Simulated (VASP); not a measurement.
Here is a VASP 6.6.1 calculation.

Contents of INCAR:

```
PREC = Accurate ; ENCUT = 520
EDIFF = 1E-6 ; ISMEAR = 0
SIGMA = 0.05 ; LREAL = False
LASPH = True ; NELM = 100
ALGO = Normal ; ISIF = 2
LWAVE = False ; LCHARG = True
LELF = True ; LVHAR = True
NBANDS = 46
```

KPOINTS

```
regular mesh
0
Gamma
  8 6 6
```

Contents of POSCAR:

```
GaN
1.0
   -3.1515767111      0.0000000000      0.0000000000
    0.0000000000      0.0000000000     -5.1382481593
    0.0000000000     -5.4586909876      0.0000000000
Ga N
4 4
Direct
    0.5000000000      0.0059489007      0.1731879639
    0.0000000000      0.0007865620      0.6601407307
    0.0000000000      0.5007865620      0.3398592693
    0.5000000000      0.5059489007      0.8268120361
    0.5000000000      0.6098279606      0.1675962114
    0.0000000000      0.6122235384      0.6657085939
    0.0000000000      0.1122235384      0.3342914061
    0.5000000000      0.1098279606      0.8324037886
```

Potentials or basis: VASP PAW LDA potentials, release 64 (Ga_d, N).

The run is started by

```sh
$ cat potpaw_LDA.64/Ga_d/POTCAR potpaw_LDA.64/N/POTCAR > POTCAR
$ mpirun -np 1 vasp_std > vasp.out
```

**Question.** Predict the largest force.

**Answer.** 1.487 eV/Å.

**Question.** What does it give for the band gap on the k mesh?

**Answer.** 2.05 eV.

Stress tensor (GPa, compression positive):
```
 5.16  0.00  0.00
 0.00  5.25  0.00
 0.00  0.00 -3.32
```

Caveat: the cell differs from its parent crystal (atoms displaced along several vibrational modes); the stress differs along the axes, from -3 to 5 GPa; forces of over 1 eV/Å act on the atoms, so gaps and moduli don't describe the material at rest.
